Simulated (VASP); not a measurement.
Write the native input for VASP 6.6.1 that does the following.

```yaml
Task: single point
Functional: r2SCAN
Potentials_or_basis: VASP PAW PBE potentials, release 64 (Zr_sv)
Cutoff: 520 eV
k_mesh: 3 × 3 × 2
Occupations: fermi-dirac, width 0.1 eV
Spin: no spin polarisation
Dipole_correction: no
Further_INCAR_settings: ALGO = Normal; EDIFF = 1e-06; NBANDS = 19
```

The system is Zr.

```
CELL_PARAMETERS angstrom
3.24458 0.00000 0.00000
-1.62229 2.80989 0.00000
0.00000 0.00000 5.15736
ATOMIC_POSITIONS crystal
Zr 0.33333 0.66667 0.25000
Zr 0.66667 0.33333 0.75000
```

These files were run (other wordings do the same):

POSCAR

```
Zr
1.0
    3.2445832200      0.0000000000      0.0000000000
   -1.6222916100      2.8098914932      0.0000000000
    0.0000000000      0.0000000000      5.1573641137
Zr
2
Direct
    0.3333333333      0.6666666667      0.2500000000
    0.6666666667      0.3333333333      0.7500000000
```

INCAR.step1

```
  PREC = Accurate
  ENCUT = 520
  ISMEAR = -1
  SIGMA = 0.1
  LREAL = False
  LASPH = True
  NELM = 100
  NBANDS = 19
  GGA = PE
  ALGO = Normal
  EDIFF = 1E-4
  LWAVE = True
  LCHARG = False
```

INCAR.step2

```
  PREC = Accurate
  ENCUT = 520
  EDIFF = 1E-6
  ISMEAR = -1
  SIGMA = 0.1
  LREAL = False
  LASPH = True
  NELM = 100
  ALGO = Normal
  ISIF = 2
  LWAVE = False
  LCHARG = True
  METAGGA = R2SCAN
  LMIXTAU = True
  LELF = True
  LVHAR = True
  NBANDS = 19
  ISTART = 1
```

KPOINTS

```
Automatic mesh
0
Gamma
  3 3 2
```

Potentials or basis: VASP PAW PBE potentials, release 64 (Zr_sv).

The run is started by

```sh
$ cat potpaw_PBE.64/Zr_sv/POTCAR > POTCAR
$ cp INCAR.step1 INCAR
$ mpirun -np 1 vasp_std > vasp.out
$ cp INCAR.step2 INCAR
$ mpirun -np 1 vasp_std > vasp.out
```

Results of the run:

| Quantity | Value |
| --- | --- |
| Pressure | -1.2 GPa |
| Band gap on the k mesh | zero (bands 12 and 13 overlap by 1.11 eV) |

Caveat: the k points lie up to 0.75 Å⁻¹ apart, too coarse for converged energies and pressures of a metal; the PAW data sets were made with another functional, which shifts forces and pressure a little.

Run time: 37 s on 1 thread of Intel Xeon 8259CL (shared host), peak memory 0.16 GiB.
